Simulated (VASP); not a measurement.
Here is a VASP 6.6.1 calculation.

INCAR

```
PREC = Accurate
ENCUT = 520
EDIFF = 1E-7
ISMEAR = -1
SIGMA = 0.02
LREAL = False
LASPH = True
NELM = 100
ALGO = Normal
ISIF = 2
LWAVE = False
LCHARG = False
GGA = PE
NBANDS = 42
```

File KPOINTS:

```
regular mesh
0
Gamma
  1 1 1
```

The input POSCAR:

```
N
1.0
    6.7911070000      0.0000000000      0.0000000000
    0.0000000000      6.7911070000      0.0000000000
    0.0000000000      0.0000000000      6.7911070000
N
12
Direct
    0.5597172891      1.0285362902      0.6804045349
    0.6707890186      0.9399645743      0.5953079520
    0.2871255010      0.1038564110      0.3852685578
    0.3076817962      0.2629909969      0.3601916447
    0.7143754325      0.4070323145      0.8593149836
    0.5899480011      0.4681121944      0.7648532117
    0.4153372933      0.7560475781      0.1134277519
    0.5208281949      0.6721437315      0.2062403081
    0.1624182920      0.7244032527      0.6591561582
    0.1289185990      0.5915088659      0.5741332010
    0.8385230861      1.0132810453      1.1189928240
    0.9558235498      1.0291841963      1.0076413168
```

Potentials or basis: VASP PAW PBE potentials, release 64 (N).

Launch:

```console
$ cat potpaw_PBE.64/N/POTCAR > POTCAR
$ mpirun -np 1 vasp_gam > vasp.out
```

Task: What does it give for the band gap on the k mesh?

Result: 6.97 eV.

Task: Predict the largest force.

Result: 3.649 eV/Å.

Forces in eV/Å, atoms in the order of the input:
```
N    1.215 -1.065 -0.782
N   -1.052  0.832  0.883
N   -0.383 -1.438  0.131
N    0.250  1.476 -0.389
N   -2.652  1.430 -2.059
N    2.734 -1.279  2.025
N   -0.205  0.111 -0.119
N    0.145 -0.135  0.177
N    0.606  2.348  1.538
N   -0.741 -2.278 -1.457
N   -1.012 -0.131  1.029
N    1.095  0.129 -0.977
```

Caveat: the k points lie up to 0.93 Å⁻¹ apart; the standard files for N, O and F lose accuracy on very short bonds.
